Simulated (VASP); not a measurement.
# HfO2 (Fm-3m) in VASP: notebook

The runs below take HfO2 through single point, with PBE.

Everything below comes from runs of VASP 6.6.1. Logs are shortened: lines on timing, memory, paths and dates and some standing lists are left out, and cuts for length are marked.

**1. The cell of the first run**

Symmetry: Fm-3m, No. 225, cubic system. Conventional cell: a = 4.975 Å, b = 4.975 Å, c = 4.975 Å, α = 90.00°, β = 90.00°, γ = 90.00°. Within 2.9 Å of Hf (site symmetry m-3m) lie 8 O at 2.15 Å. O (site symmetry -43m) has 4 Hf at 2.15 Å and 6 O at 2.49 Å within 2.9 Å.

**2. Single point, PBE**

INCAR reads:

```
SYSTEM = HfO2
  PREC = Accurate
  ENCUT = 520
  EDIFF = 1E-7
  ISMEAR = 0
  SIGMA = 0.01
  LREAL = .False.
  LASPH = .True.
  NELM = 100
  ALGO = Normal
  ISIF = 2
  LWAVE = .False.
  LCHARG = .True.
  GGA = PE
  LELF = .True.
  LVHAR = .True.
  NBANDS = 18
```

KPOINTS reads:

```
regular mesh
0
Gamma
  6 6 6
  0 0 0
```

POSCAR reads:

```
HfO2
1.0
    0.0000000000      2.4873959231      2.4873959231
    2.4873959231      0.0000000000      2.4873959231
    2.4873959231      2.4873959231      0.0000000000
Hf O
1 2
Direct
    0.0000000000      0.0000000000      0.0000000000
    0.2500000000      0.2500000000      0.2500000000
    0.7500000000      0.7500000000      0.7500000000
```

Potentials or basis: VASP PAW PBE potentials, release 64 (Hf_pv, O).

The run is started by

```console
$ cat potpaw_PBE.64/Hf_pv/POTCAR potpaw_PBE.64/O/POTCAR > POTCAR
$ mpirun -np 1 vasp_std > vasp.out
```

OUTCAR:

```text
SYSTEM = HfO2
   PREC = Accurate
   ENCUT = 520
   EDIFF = 1E-7
   ISMEAR = 0
   LREAL = .False.
   LASPH = .True.
   NELM = 100
   ISIF = 2
   GGA = PE

 ion  position               nearest neighbor table
   1  0.000  0.000  0.000-   2 2.15   3 2.15   3 2.15   3 2.15   3 2.15   2 2.15   2 2.15   2 2.15

   2  0.250  0.250  0.250-   1 2.15   1 2.15   1 2.15   1 2.15
   3  0.750  0.750  0.750-   1 2.15   1 2.15   1 2.15   1 2.15

  LATTYP: Found a face centered cubic cell.
 ALAT       =     4.9747918462

  Lattice vectors:

 A1 = (   0.0000000000,   2.4873959231,   2.4873959231)
 A2 = (   2.4873959231,   0.0000000000,   2.4873959231)
 A3 = (   2.4873959231,   2.4873959231,   0.0000000000)

Analysis of symmetry for initial positions (statically):
=====================================================================
 Subroutine PRICEL returns:
 Original cell was already a primitive cell.

 Routine SETGRP: Setting up the symmetry group for a
 face centered cubic supercell.

 Subroutine GETGRP returns: Found 48 space group operations
 (whereof 48 operations were pure point group operations)
 out of a pool of 48 trial point group operations.

The static configuration has the point symmetry O_h .

Analysis of symmetry for dynamics (positions and initial velocities):
=====================================================================
 Subroutine PRICEL returns:
 Original cell was already a primitive cell.

 Routine SETGRP: Setting up the symmetry group for a
 face centered cubic supercell.

 Subroutine GETGRP returns: Found 48 space group operations
 (whereof 48 operations were pure point group operations)
 out of a pool of 48 trial point group operations.

The dynamic configuration has the point symmetry O_h .

 Subroutine INISYM returns: Found 48 space group operations
 (whereof 48 operations are pure point group operations),
 and found     1 'primitive' translations

----------------------------------------------------------------------------------------

                                     Primitive cell

  volume of cell :      30.7797

  direct lattice vectors                    reciprocal lattice vectors
     0.000000000  2.487395923  2.487395923    -0.201013436  0.201013436  0.201013436
     2.487395923  0.000000000  2.487395923     0.201013436 -0.201013436  0.201013436
     2.487395923  2.487395923  0.000000000     0.201013436  0.201013436 -0.201013436

  length of vectors
     3.517709049  3.517709049  3.517709049     0.348165483  0.348165483  0.348165483

  position of ions in fractional coordinates (direct lattice)
     0.000000000  0.000000000  0.000000000
     0.250000000  0.250000000  0.250000000
     0.750000000  0.750000000  0.750000000

  ion indices of the primitive-cell ions
   primitive index   ion index
                 1           1
                 2           2
                 3           3

----------------------------------------------------------------------------------------

 KPOINTS: regular mesh

Automatic generation of k-mesh.
 Grid dimensions read from file:
 generate k-points for:    6    6    6

 Generating k-lattice:

  Cartesian coordinates                     Fractional coordinates (reciprocal lattice)
    -0.033502239  0.033502239  0.033502239     0.166666667  0.000000000  0.000000000
     0.033502239 -0.033502239  0.033502239     0.000000000  0.166666667  0.000000000
     0.033502239  0.033502239 -0.033502239     0.000000000  0.000000000  0.166666667

  Length of vectors
     0.058027581  0.058027581  0.058027581

  Shift w.r.t. Gamma in fractional coordinates (k-lattice)
     0.000000000  0.000000000  0.000000000

 Subroutine IBZKPT returns following result:
 ===========================================

 Found     16 irreducible k-points:

 Following reciprocal coordinates:
            Coordinates               Weight
  0.000000  0.000000  0.000000      1.000000
  0.166667  0.000000  0.000000      8.000000
  0.333333  0.000000  0.000000      8.000000
  0.500000  0.000000  0.000000      4.000000
  0.166667  0.166667  0.000000      6.000000
  0.333333  0.166667  0.000000     24.000000
[... 8 lines left out ...]
 -0.333333  0.333333  0.166667     24.000000
 -0.333333  0.500000  0.166667     12.000000
   k-points           NKPTS =     16   k-points in BZ     NKDIM =     16   number of bands    NBANDS=     18
   number of dos      NEDOS =    301   number of ions     NIONS =      3
   total plane-waves  NPLWV =  21952
   dimension x,y,z NGX =    28 NGY =   28 NGZ =   28
   dimension x,y,z NGXF=    56 NGYF=   56 NGZF=   56
   ions per type =               1   2
   NGX,Y,Z   is equivalent  to a cutoff of  13.23, 13.23, 13.23 a.u.
   NGXF,Y,Z  is equivalent  to a cutoff of  26.47, 26.47, 26.47 a.u.
 SYSTEM =  HfO2
   PREC   = accura    normal or accurate (medium, high low for compatibility)
   ISTART =      0    job   : 0-new  1-cont  2-samecut
   ICHARG =      2    charge: 1-file 2-atom 10-const
   ISPIN  =      1    spin polarized calculation?
   LNONCOLLINEAR =      F non collinear calculations
   LSORBIT =      F    spin-orbit coupling
   LASPH  =      T    aspherical Exc in radial PAW
   ENCUT  =  520.0 eV  38.22 Ry    6.18 a.u.   6.54  6.54  6.54*2*pi/ulx,y,z
   NELM   =    100;   NELMIN=  2; NELMDL= -5     # of ELM steps
   EDIFF  = 0.1E-06   stopping-criterion for ELM
   LREAL  =      F    real-space projection
   EDIFFG = 0.1E-05   stopping-criterion for IOM
   NSW    =      0    number of steps for IOM
   IBRION =     -1    ionic relax: 0-MD 1-quasi-New 2-CG
   NFREE  =      0    steps in history (QN), initial steepest desc. (CG)
   ISIF   =      2    stress and relaxation
   ISYM   =      2    0-nonsym 1-usesym 2-fastsym
   POTIM  = 0.5000    time-step for ionic-motion
   TEBEG  =    0.0;   TEEND  =   0.0 temperature during run
   PSTRESS=    0.0 pullay stress
   NELECT =      22.0000    total number of electrons
   NUPDOWN=      -1.0000    fix difference up-down
   EMIN   =  10.00;   EMAX   =-10.00  energy-range for DOS
   EFERMI =   0.00;   METHOD = LEGACY
   ISMEAR =     0;   SIGMA  =   0.01  broadening in eV -4-tet -1-fermi 0-gaus
   EFERMI_NEDOS =   21; number of points for ismear=-14 and -15
   IALGO  =     38    algorithm
   IMIX   =      4    mixing-type and parameters
     AMIX     =   0.40;   BMIX     =  1.00
     AMIX_MAG =   1.60;   BMIX_MAG =  1.00
  volume/ion in A,a.u.               =      10.26        69.24
  Fermi-wavevector in a.u.,A,eV,Ry     =   1.463729  2.766048 29.150535  2.142504
  Thomas-Fermi vector in A             =   2.579790
   LORBIT       =      0    0 simple, 1 ext, 2 COOP (PROOUT), +10 PAW based schemes
   GGA     = PE    functional components
   LHFCALC =     F    Hartree Fock is set to
   AEXX    =    0.0000 exact exchange contribution
   IVDW    =     0    specifies the selected vdW correction
   LEPSILON=     F    determine dielectric tensor
   LRPA    =     F    only Hartree local field effects (RPA)
 non-spin polarized calculation
 Gauss-broadening in eV      SIGMA  =   0.01
  energy-cutoff  :      520.00
  volume of cell :       30.78
 maximum number of plane-waves:       869
 NGX is ok and might be reduce to    28
   NGX = 13   NGY = 13   NGZ = 13

 number of electron      22.0000005 magnetization

 Free energy of the ion-electron system (eV)
  ---------------------------------------------------
  ext. energy  EPLUGINS =         0.00000000
  ---------------------------------------------------
  free energy    TOTEN  =       -30.15419732 eV

  energy without entropy =      -30.15419732  energy(sigma->0) =      -30.15419732

 E-fermi :   4.8476     XC(G=0): -12.1461

 val. band max:        4.7777313925   @ k =   0.5000   0.5000   0.0000
 cond. band min:       8.7325890127   @ k =   0.5000   0.5000   0.0000
 fundamental gap:      3.9548576202
 Fermi energy:         4.8476372539

 k-point     1 :       0.0000    0.0000    0.0000
  band No.  band energies     occupation
      1     -24.6497      2.00000
      2     -24.6497      2.00000
      3     -24.6497      2.00000
      4     -14.3179      2.00000
      5     -10.9930      2.00000
      6      -0.9249      2.00000
[... 10 lines left out ...]
     17      15.9370      0.00000
     18      18.6264      0.00000

 k-point     2 :       0.1667    0.0000    0.0000
  band No.  band energies     occupation
      1     -24.8011      2.00000
      2     -24.6658      2.00000
      3     -24.6658      2.00000
      4     -13.9093      2.00000
      5     -11.3118      2.00000
      6      -0.6475      2.00000
[... 10 lines left out ...]
     17      15.4532      0.00000
     18      18.5527      0.00000

 k-point     3 :       0.3333    0.0000    0.0000
  band No.  band energies     occupation
      1     -25.0818      2.00000
      2     -24.6977      2.00000
      3     -24.6977      2.00000
      4     -13.1906      2.00000
      5     -11.7047      2.00000
      6      -0.0889      2.00000
[... 10 lines left out ...]
     17      14.8818      0.00000
     18      17.6623      0.00000

 k-point     4 :       0.5000    0.0000    0.0000
  band No.  band energies     occupation
      1     -25.2129      2.00000
      2     -24.7135      2.00000
      3     -24.7135      2.00000
      4     -13.0012      2.00000
      5     -11.6615      2.00000
      6       0.1672      2.00000
[... 207 lines left out ...]
      4     -12.4734      2.00000
      5     -12.0915      2.00000
      6      -0.4794      2.00000
[... 10 lines left out ...]
     17      16.2338      0.00000
     18      18.5592      0.00000

 k-point    15 :      -0.3333    0.3333    0.1667
  band No.  band energies     occupation
      1     -25.0903      2.00000
      2     -24.9559      2.00000
      3     -24.7747      2.00000
      4     -12.3475      2.00000
      5     -12.0105      2.00000
      6      -0.4613      2.00000
[... 10 lines left out ...]
     17      17.0070      0.00000
     18      18.5538      0.00000

 k-point    16 :      -0.3333    0.5000    0.1667
  band No.  band energies     occupation
      1     -25.1409      2.00000
      2     -24.9222      2.00000
      3     -24.8104      2.00000
      4     -12.2815      2.00000
      5     -11.9682      2.00000
      6      -1.4123      2.00000
[... 10 lines left out ...]
     17      18.3278      0.00000
     18      18.5864      0.00000

------------------------ aborting loop because EDIFF is reached ----------------------------------------

  FORCE on cell =-STRESS in cart. coord.  units (eV):
  Direction    XX          YY          ZZ          XY          YZ          ZX
  --------------------------------------------------------------------------------------
  -------------------------------------------------------------------------------------
  Total        3.1995346      3.1995346      3.1995346     -0.0000000      0.0000000     -0.0000000
  in kB      166.5454006    166.5454006    166.5454006     -0.0000000      0.0000000     -0.0000000
  external PRESSURE =     166.5454006 kB  Pullay stress =       0.0000000 kB

 VOLUME and BASIS-vectors are now :
 -----------------------------------------------------------------------------
  energy-cutoff  :      520.00
  volume of cell :       30.78
      direct lattice vectors                 reciprocal lattice vectors
     0.000000000  2.487395923  2.487395923    -0.201013436  0.201013436  0.201013436
     2.487395923  0.000000000  2.487395923     0.201013436 -0.201013436  0.201013436
     2.487395923  2.487395923  0.000000000     0.201013436  0.201013436 -0.201013436

 POSITION                                       TOTAL-FORCE (eV/Angst)
 -----------------------------------------------------------------------------------
      0.00000      0.00000      0.00000         0.000000     -0.000000      0.000000
      1.24370      1.24370      1.24370        -0.000000     -0.000000     -0.000000
      3.73109      3.73109      3.73109         0.000000      0.000000      0.000000
 -----------------------------------------------------------------------------------
    total drift:                                0.000000      0.000000      0.000000

  FREE ENERGIE OF THE ION-ELECTRON SYSTEM (eV)
  ---------------------------------------------------
  free  energy   TOTEN  =       -30.1541973203 eV

  energy  without entropy=      -30.1541973203  energy(sigma->0) =      -30.15419732
```

It took 23 s on 1 thread of Intel Xeon 8259CL, shared host; peak memory 0.16 GiB.

What came out:

```yaml
Free_energy: -30.1542 eV
Pressure: 16.7 GPa
Band_gap_on_the_k_mesh: 3.95 eV, direct
```

Caveat: spin-orbit coupling is left out, which moves the levels of the heavy elements.

(Part 1 of 2 ends here.)
